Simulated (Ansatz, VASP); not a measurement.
**AlN in VASP and in Ansatz**

File INCAR:

```
PREC = Accurate
ENCUT = 600
EDIFF = 1E-6
ISMEAR = 0
SIGMA = 0.05
LREAL = F
LASPH = T
NELM = 120
ALGO = Normal
ISIF = 2
LWAVE = F
LCHARG = F
GGA = PS
NBANDS = 16
GGA_COMPAT = F
```

File KPOINTS:

```
Automatic mesh
0
Gamma
  12 12 6
```

File POSCAR:

```
AlN
1.0
    3.1110021516      0.0000000000      0.0000000000
   -1.5555010758      2.6942068945      0.0000000000
    0.0000000000      0.0000000000      4.9780000000
Al N
2 2
Direct
    0.3333333333      0.6666666667      0.0000000000
    0.6666666667      0.3333333333      0.5000000000
    0.3482514077      0.8893667129      0.3850000000
    0.6666666667      0.3333333333      0.8850000000
```

Input for Ansatz:

```yaml
crystal:
  lattice:
    - [3.1110021516, 0.0, 0.0]
    - [-1.5555010758, 2.6942068945, 0.0]
    - [0.0, 0.0, 4.978]
  atoms:
    - { symbol: Al, position: [0.3333333333, 0.6666666667, 0.0] }
    - { symbol: Al, position: [0.6666666667, 0.3333333333, 0.5] }
    - { symbol: "N", position: [0.3482514077, 0.8893667129, 0.385] }
    - { symbol: "N", position: [0.6666666667, 0.3333333333, 0.885] }
basis:
  ecutwfc: 420
kpoints:
  mp_grid: { grid: [12, 12, 6] }
hamiltonian:
  xc: pbesol
scf:
  occupations: { method: gaussian, width: 0.05 }
output:
  forces: true
  stress: true
  eigenvalues: true
```

Alike in both runs: task single point; functional PBEsol; k mesh 12 × 12 × 6; occupations gaussian, width 0.05 eV; no spin polarisation.

|  | VASP | Ansatz |
| --- | --- | --- |
| version | VASP 6.6.1 | Ansatz 0.2.0 |
| potentials or method | VASP PAW PBE potentials, release 64 (Al, N), cutoff 600 eV | scalar-relativistic, plane waves, PAW |
| valence electrons in the cell | 16 | 16 |

```csv
,VASP,Ansatz,Ansatz less VASP
gap on the k mesh at the Fermi level (eV),3.11,3.12,+0.007
least direct gap on the mesh (eV),3.11,3.12,+0.007
rms of the force components (eV/Å),12.144,12.243,+0.0994
```

VASP's potentials were made for PBE, not for PBEsol. Atom by atom the forces differ by 0.100 eV/Å (rms over components).
